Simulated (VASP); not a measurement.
# Hf (P6/mmm) in VASP: a series of runs, part 2 of 2

VASP 6.6.1. Earlier steps stand in the parts before.

### Step 3. Single point, LDA (volume scaled by 0.96)

INCAR reads:

```
PREC = Accurate
ENCUT = 520
EDIFF = 1E-6
ISMEAR = -1
SIGMA = 0.05
LREAL = False
LASPH = True
NELM = 80
ALGO = Normal
ISIF = 2
LWAVE = False
LCHARG = False
GGA = CA
NBANDS = 22
```

KPOINTS reads:

```
Automatic mesh
0
Gamma
  6 6 9
```

POSCAR reads:

```
Hf
1.0
    4.8952628153      0.0000000000      0.0000000000
   -2.4476314076      4.2394219562      0.0000000000
    0.0000000000      0.0000000000      3.0445212957
Hf
3
Direct
    0.0000000000      0.0000000000      0.0000000000
    0.3333333333      0.6666666667      0.5000000000
    0.6666666667      0.3333333333      0.5000000000
```

Potentials or basis: VASP PAW LDA potentials, release 64 (Hf_pv).

The run is started by

```sh
$ cat potpaw_LDA.64/Hf_pv/POTCAR > POTCAR
$ mpirun -np 1 vasp_std > vasp.out
```

OUTCAR:

```text
PREC = Accurate
   ENCUT = 520
   EDIFF = 1E-6
   ISMEAR = -1
   LREAL = False
   LASPH = True
   NELM = 80
   ISIF = 2
   GGA = CA

 ion  position               nearest neighbor table
   1  0.000  0.000  0.000-   2 3.21   3 3.21   2 3.21   3 3.21   2 3.21   2 3.21   3 3.21   3 3.21
                             3 3.21   3 3.21   2 3.21   2 3.21
   2  0.333  0.667  0.500-   3 2.83   3 2.83   3 2.83   1 3.21   1 3.21   1 3.21   1 3.21   1 3.21
                             1 3.21
   3  0.667  0.333  0.500-   2 2.83   2 2.83   2 2.83   1 3.21   1 3.21   1 3.21   1 3.21   1 3.21
                             1 3.21

  LATTYP: Found a hexagonal cell.
 ALAT       =     4.8952628153
 C/A-ratio  =     0.6219321435

  Lattice vectors:

 A1 = (   4.8952628153,   0.0000000000,   0.0000000000)
 A2 = (  -2.4476314076,   4.2394219562,   0.0000000000)
 A3 = (   0.0000000000,   0.0000000000,   3.0445212957)

Analysis of symmetry for initial positions (statically):
=====================================================================
 Subroutine PRICEL returns:
 Original cell was already a primitive cell.
[... 164 lines left out ...]
  ---------------------------------------------------
  ext. energy  EPLUGINS =         0.00000000
  ---------------------------------------------------
  free energy    TOTEN  =       -32.01155192 eV

  energy without entropy =      -31.98715533  energy(sigma->0) =      -31.99935362

 E-fermi :   5.0196     XC(G=0): -11.7463

 val. band max:        5.0144605325   @ k =   0.3333   0.3333   0.3333
 cond. band min:       5.0247953430   @ k =   0.1667   0.1667   0.0000
 fundamental gap:      0.0103348106
 Fermi energy:         5.0196172039

 k-point     1 :       0.0000    0.0000    0.0000
  band No.  band energies     occupation
      1     -25.4550      2.00000
      2     -25.4550      2.00000
      3     -25.4365      2.00000
      4     -25.4365      2.00000
      5     -24.9808      2.00000
      6     -24.7039      2.00000
[... 589 lines left out ...]
     21       8.7756      0.00000
     22       9.6576      0.00000

 [... further k-points ...]
[... 5 lines left out ...]
  --------------------------------------------------------------------------------------
  -------------------------------------------------------------------------------------
  Total       -1.0761258     -1.0761258     -0.5813253     -0.0000000      0.0000000      0.0000000
  in kB      -27.2880145    -27.2880145    -14.7410391     -0.0000000      0.0000000      0.0000000
  external PRESSURE =     -23.1056893 kB  Pullay stress =       0.0000000 kB

 VOLUME and BASIS-vectors are now :
 -----------------------------------------------------------------------------
  energy-cutoff  :      520.00
  volume of cell :       63.18
      direct lattice vectors                 reciprocal lattice vectors
     4.895262815  0.000000000  0.000000000     0.204279124  0.117940607  0.000000000
    -2.447631408  4.239421956  0.000000000     0.000000000  0.235881215  0.000000000
     0.000000000  0.000000000  3.044521296     0.000000000  0.000000000  0.328458862

 POSITION                                       TOTAL-FORCE (eV/Angst)
 -----------------------------------------------------------------------------------
      0.00000      0.00000      0.00000         0.000000      0.000000      0.000000
     -0.00000      2.82628      1.52226        -0.000000     -0.000000     -0.000000
      2.44763      1.41314      1.52226         0.000000      0.000000      0.000000
 -----------------------------------------------------------------------------------
    total drift:                                0.000000      0.000000     -0.000000

  FREE ENERGIE OF THE ION-ELECTRON SYSTEM (eV)
  ---------------------------------------------------
  free  energy   TOTEN  =       -32.0115519162 eV

  energy  without entropy=      -31.9871553330  energy(sigma->0) =      -31.99935362
```

OSZICAR:

```text
N       E                     dE             d eps       ncg     rms          rms(c)
DAV:   1     0.984765227134E+02    0.98477E+02   -0.16618E+04  1540   0.131E+03
DAV:   2    -0.273089737140E+02   -0.12579E+03   -0.11917E+03  1784   0.302E+02
DAV:   3    -0.330437415200E+02   -0.57348E+01   -0.53663E+01  2064   0.393E+01
DAV:   4    -0.331392163315E+02   -0.95475E-01   -0.95272E-01  1842   0.507E+00
DAV:   5    -0.331409465797E+02   -0.17302E-02   -0.17299E-02  2040   0.597E-01    0.815E+01
DAV:   6    -0.323080025948E+02    0.83294E+00   -0.73307E-01  1708   0.553E+00    0.477E+01
DAV:   7    -0.320311507779E+02    0.27685E+00   -0.12171E+00  1684   0.625E+00    0.258E+00
DAV:   8    -0.320184502799E+02    0.12700E-01   -0.98499E-02  2038   0.198E+00    0.226E+00
DAV:   9    -0.320116328678E+02    0.68174E-02   -0.37193E-02  1850   0.135E+00    0.778E-01
DAV:  10    -0.320115686541E+02    0.64214E-04   -0.35343E-03  1864   0.387E-01    0.887E-02
DAV:  11    -0.320115520837E+02    0.16570E-04   -0.14318E-04  1970   0.848E-02    0.366E-02
DAV:  12    -0.320115522019E+02   -0.11818E-06   -0.18861E-05  1838   0.293E-02    0.182E-02
DAV:  13    -0.320115519162E+02    0.28570E-06   -0.10290E-06  1310   0.773E-03
   1 F= -.32011552E+02 E0= -.31999354E+02  d E =-.243966E-01
```

Wall time 18 s (1 thread of Intel Xeon 6975P-C (Granite Rapids), shared host); peak memory 0.17 GiB.

Results:

| Quantity | Value |
| --- | --- |
| Free energy | -32.0116 eV |
| Pressure | -2.3 GPa |
| Band gap on the k mesh | zero (band 15 reaches 5.28 eV, above the bottom of band 16 at 4.49 eV) |

Caveat: spin-orbit coupling is left out, which moves the levels of the heavy elements.

### Step 4. Single point, LDA (volume scaled by 0.98)

INCAR reads:

```
ALGO = Normal
EDIFF = 1E-7
ENCUT = 520
GGA = CA
ISIF = 2
ISMEAR = -1
LASPH = True
LCHARG = False
LREAL = False
LWAVE = False
NBANDS = 22
NELM = 100
PREC = Accurate
SIGMA = 0.05
```

KPOINTS reads:

```
k-points
0
Gamma
  6 6 9
```

POSCAR reads:

```
Hf
1.0
    4.9290243154      0.0000000000      0.0000000000
   -2.4645121577      4.2686602729      0.0000000000
    0.0000000000      0.0000000000      3.0655186578
Hf
3
Direct
    0.0000000000      0.0000000000      0.0000000000
    0.3333333333      0.6666666667      0.5000000000
    0.6666666667      0.3333333333      0.5000000000
```

Potentials or basis: VASP PAW LDA potentials, release 64 (Hf_pv).

The run is started by

```sh
$ cat potpaw_LDA.64/Hf_pv/POTCAR > POTCAR
$ mpirun -np 1 vasp_std > vasp.out
```

OUTCAR:

```text
EDIFF = 1E-7
   ENCUT = 520
   GGA = CA
   ISIF = 2
   ISMEAR = -1
   LASPH = True
   LREAL = False
   NELM = 100
   PREC = Accurate

 ion  position               nearest neighbor table
   1  0.000  0.000  0.000-   2 3.23   3 3.23   2 3.23   3 3.23   2 3.23   2 3.23   3 3.23   3 3.23
                             3 3.23   3 3.23   2 3.23   2 3.23
   2  0.333  0.667  0.500-   3 2.85   3 2.85   3 2.85   1 3.23   1 3.23   1 3.23   1 3.23   1 3.23
                             1 3.23
   3  0.667  0.333  0.500-   2 2.85   2 2.85   2 2.85   1 3.23   1 3.23   1 3.23   1 3.23   1 3.23
                             1 3.23

  LATTYP: Found a hexagonal cell.
 ALAT       =     4.9290243154
 C/A-ratio  =     0.6219321435

  Lattice vectors:

 A1 = (   4.9290243154,   0.0000000000,   0.0000000000)
 A2 = (  -2.4645121577,   4.2686602729,   0.0000000000)
 A3 = (   0.0000000000,   0.0000000000,   3.0655186578)

Analysis of symmetry for initial positions (statically):
=====================================================================
 Subroutine PRICEL returns:
 Original cell was already a primitive cell.

 Routine SETGRP: Setting up the symmetry group for a
 hexagonal supercell.

 Subroutine GETGRP returns: Found 24 space group operations
 (whereof 24 operations were pure point group operations)
 out of a pool of 24 trial point group operations.

The static configuration has the point symmetry D_6h.

Analysis of symmetry for dynamics (positions and initial velocities):
=====================================================================
 Subroutine PRICEL returns:
 Original cell was already a primitive cell.

 Routine SETGRP: Setting up the symmetry group for a
 hexagonal supercell.

 Subroutine GETGRP returns: Found 24 space group operations
 (whereof 24 operations were pure point group operations)
 out of a pool of 24 trial point group operations.

The dynamic configuration has the point symmetry D_6h.

 Subroutine INISYM returns: Found 24 space group operations
 (whereof 24 operations are pure point group operations),
 and found     1 'primitive' translations

----------------------------------------------------------------------------------------

                                     Primitive cell

  volume of cell :      64.4995

  direct lattice vectors                    reciprocal lattice vectors
     4.929024315  0.000000000  0.000000000     0.202879908  0.117132770  0.000000000
    -2.464512158  4.268660273  0.000000000     0.000000000  0.234265539  0.000000000
     0.000000000  0.000000000  3.065518658     0.000000000  0.000000000  0.326209073

  length of vectors
     4.929024315  4.929024315  3.065518658     0.234265539  0.234265539  0.326209073

  position of ions in fractional coordinates (direct lattice)
     0.000000000  0.000000000  0.000000000
     0.333333333  0.666666667  0.500000000
     0.666666667  0.333333333  0.500000000

  ion indices of the primitive-cell ions
   primitive index   ion index
                 1           1
                 2           2
                 3           3

----------------------------------------------------------------------------------------

 KPOINTS: k-points

Automatic generation of k-mesh.
 Grid dimensions read from file:
 generate k-points for:    6    6    9

 Generating k-lattice:

  Cartesian coordinates                     Fractional coordinates (reciprocal lattice)
     0.033813318  0.019522128  0.000000000     0.166666667  0.000000000  0.000000000
     0.000000000  0.039044257  0.000000000     0.000000000  0.166666667  0.000000000
     0.000000000  0.000000000  0.036245453     0.000000000  0.000000000  0.111111111

  Length of vectors
     0.039044257  0.039044257  0.036245453

  Shift w.r.t. Gamma in fractional coordinates (k-lattice)
     0.000000000  0.000000000  0.000000000

 Subroutine IBZKPT returns following result:
 ===========================================

 Found     35 irreducible k-points:

 Following reciprocal coordinates:
            Coordinates               Weight
  0.000000  0.000000  0.000000      1.000000
  0.166667  0.000000  0.000000      6.000000
  0.333333 -0.000000  0.000000      6.000000
  0.500000  0.000000  0.000000      3.000000
  0.166667  0.166667  0.000000      6.000000
  0.333333  0.166667  0.000000     12.000000
[... 16 lines left out ...]
  0.166667  0.000000  0.333333     12.000000
  0.333333 -0.000000  0.333333     12.000000
 [... further k-points ...]
   k-points           NKPTS =     35   k-points in BZ     NKDIM =     35   number of bands    NBANDS=     22
   number of dos      NEDOS =    301   number of ions     NIONS =      3
   total plane-waves  NPLWV =  38400
   dimension x,y,z NGX =    40 NGY =   40 NGZ =   24
   dimension x,y,z NGXF=    80 NGYF=   80 NGZF=   48
   ions per type =               3
   NGX,Y,Z   is equivalent  to a cutoff of  13.49, 13.49, 13.02 a.u.
   NGXF,Y,Z  is equivalent  to a cutoff of  26.98, 26.98, 26.03 a.u.
 SYSTEM =  unknown system
   PREC   = accura    normal or accurate (medium, high low for compatibility)
   ISTART =      0    job   : 0-new  1-cont  2-samecut
   ICHARG =      2    charge: 1-file 2-atom 10-const
   ISPIN  =      1    spin polarized calculation?
   LNONCOLLINEAR =      F non collinear calculations
   LSORBIT =      F    spin-orbit coupling
   LASPH  =      T    aspherical Exc in radial PAW
   ENCUT  =  520.0 eV  38.22 Ry    6.18 a.u.   9.16  9.16  5.70*2*pi/ulx,y,z
   NELM   =    100;   NELMIN=  2; NELMDL= -5     # of ELM steps
   EDIFF  = 0.1E-06   stopping-criterion for ELM
   LREAL  =      F    real-space projection
   EDIFFG = 0.1E-05   stopping-criterion for IOM
   NSW    =      0    number of steps for IOM
   IBRION =     -1    ionic relax: 0-MD 1-quasi-New 2-CG
   NFREE  =      0    steps in history (QN), initial steepest desc. (CG)
   ISIF   =      2    stress and relaxation
   ISYM   =      2    0-nonsym 1-usesym 2-fastsym
   POTIM  = 0.5000    time-step for ionic-motion
   TEBEG  =    0.0;   TEEND  =   0.0 temperature during run
   PSTRESS=    0.0 pullay stress
   NELECT =      30.0000    total number of electrons
   NUPDOWN=      -1.0000    fix difference up-down
   EMIN   =  10.00;   EMAX   =-10.00  energy-range for DOS
   EFERMI =   0.00;   METHOD = LEGACY
   ISMEAR =    -1;   SIGMA  =   0.05  broadening in eV -4-tet -1-fermi 0-gaus
   EFERMI_NEDOS =   21; number of points for ismear=-14 and -15
   IALGO  =     38    algorithm
   IMIX   =      4    mixing-type and parameters
     AMIX     =   0.40;   BMIX     =  1.00
     AMIX_MAG =   1.60;   BMIX_MAG =  1.00
  volume/ion in A,a.u.               =      21.50       145.09
  Fermi-wavevector in a.u.,A,eV,Ry     =   1.268420  2.396966 21.890267  1.608889
  Thomas-Fermi vector in A             =   2.401516
   LORBIT       =      0    0 simple, 1 ext, 2 COOP (PROOUT), +10 PAW based schemes
   GGA     = CA    functional components
   LHFCALC =     F    Hartree Fock is set to
   AEXX    =    0.0000 exact exchange contribution
   IVDW    =     0    specifies the selected vdW correction
   LEPSILON=     F    determine dielectric tensor
   LRPA    =     F    only Hartree local field effects (RPA)
 non-spin polarized calculation
  energy-cutoff  :      520.00
  volume of cell :       64.50
 maximum number of plane-waves:      1750
 NGX is ok and might be reduce to    40
   NGX = 19   NGY = 19   NGZ = 11

 number of electron      30.0000003 magnetization

 Free energy of the ion-electron system (eV)
  ---------------------------------------------------
  ext. energy  EPLUGINS =         0.00000000
  ---------------------------------------------------
  free energy    TOTEN  =       -31.98335989 eV

  energy without entropy =      -31.95841853  energy(sigma->0) =      -31.97088921

 E-fermi :   4.8681     XC(G=0): -11.6509

 val. band max:        4.8450586286   @ k =   0.1667   0.1667   0.0000
 cond. band min:       4.8688091386   @ k =   0.3333   0.3333   0.2222
 fundamental gap:      0.0237505100
 Fermi energy:         4.8681464826

 k-point     1 :       0.0000    0.0000    0.0000
  band No.  band energies     occupation
      1     -25.6458      2.00000
      2     -25.6458      2.00000
      3     -25.5994      2.00000
      4     -25.5994      2.00000
      5     -25.1939      2.00000
      6     -24.9240      2.00000
[... 574 lines left out ...]
      6     -25.2835      2.00000
[... 14 lines left out ...]
     21       8.5479      0.00000
     22       9.4258      0.00000

 [... further k-points ...]

------------------------ aborting loop because EDIFF is reached ----------------------------------------

  FORCE on cell =-STRESS in cart. coord.  units (eV):
  Direction    XX          YY          ZZ          XY          YZ          ZX
  --------------------------------------------------------------------------------------
  -------------------------------------------------------------------------------------
  Total       -1.9982652     -1.9982652     -1.5197865      0.0000000     -0.0000000      0.0000000
  in kB      -49.6371893    -49.6371893    -37.7517114      0.0000000     -0.0000000      0.0000000
  external PRESSURE =     -45.6753633 kB  Pullay stress =       0.0000000 kB

 VOLUME and BASIS-vectors are now :
 -----------------------------------------------------------------------------
  energy-cutoff  :      520.00
  volume of cell :       64.50
      direct lattice vectors                 reciprocal lattice vectors
     4.929024315  0.000000000  0.000000000     0.202879908  0.117132770  0.000000000
    -2.464512158  4.268660273  0.000000000     0.000000000  0.234265539  0.000000000
     0.000000000  0.000000000  3.065518658     0.000000000  0.000000000  0.326209073

 POSITION                                       TOTAL-FORCE (eV/Angst)
 -----------------------------------------------------------------------------------
      0.00000      0.00000      0.00000         0.000000      0.000000      0.000000
     -0.00000      2.84577      1.53276        -0.000000      0.000000      0.000000
      2.46451      1.42289      1.53276         0.000000     -0.000000      0.000000
 -----------------------------------------------------------------------------------
    total drift:                                0.000000     -0.000000      0.000000

  FREE ENERGIE OF THE ION-ELECTRON SYSTEM (eV)
  ---------------------------------------------------
  free  energy   TOTEN  =       -31.9833598906 eV

  energy  without entropy=      -31.9584185278  energy(sigma->0) =      -31.97088921
```

stdout:

```text
POSCAR found type information on POSCAR Hf
 POSCAR found :  1 types and       3 ions
 scaLAPACK will be used
 LDA part: xc-table for (Slater(with rela. corr.)+CA(PZ))
 , standard interpolation
 POSCAR, INCAR and KPOINTS ok, starting setup
 FFT: planning ... GRIDC
 FFT: planning ... GRID_SOFT
 FFT: planning ... GRID
 WAVECAR not read
 entering main loop
```

Run time: 25 s. Hardware: 1 thread of Intel Xeon 6975P-C (Granite Rapids), shared host; peak memory 0.18 GiB.

Results:

```yaml
Free_energy: -31.9834 eV
Pressure: -4.6 GPa
Band_gap_on_the_k_mesh: zero (band 15 reaches 5.13 eV, above the bottom of band 16 at 4.33 eV)
```

Stress tensor (GPa, compression positive):
```
-4.96  0.00  0.00
 0.00 -4.96  0.00
 0.00  0.00 -3.78
```

Caveat: spin-orbit coupling is left out, which moves the levels of the heavy elements.

### Step 5. Overview

```csv
cell,gap on the mesh (eV),pressure (GPa)
"a = 4.861, b = 4.861, c = 3.023 Å, angles 90.0, 90.0, 120.0°, 3 atoms",none,0.2
"a = 4.895, b = 4.895, c = 3.045 Å, angles 90.0, 90.0, 120.0°, 3 atoms",none,-2.3
"a = 4.929, b = 4.929, c = 3.066 Å, angles 90.0, 90.0, 120.0°, 3 atoms",none,-4.6
```

Alike in all rows: task single point; level LDA; potentials or basis VASP PAW LDA potentials, release 64 (Hf_pv); no spin polarisation; k mesh 6 × 6 × 9; cutoff (eV) 520; smearing fermi-dirac 0.05 eV.

Caveats: spin-orbit coupling is left out, which moves the levels of the heavy elements.

Absolute energies hang on the potentials; compare differences alone.
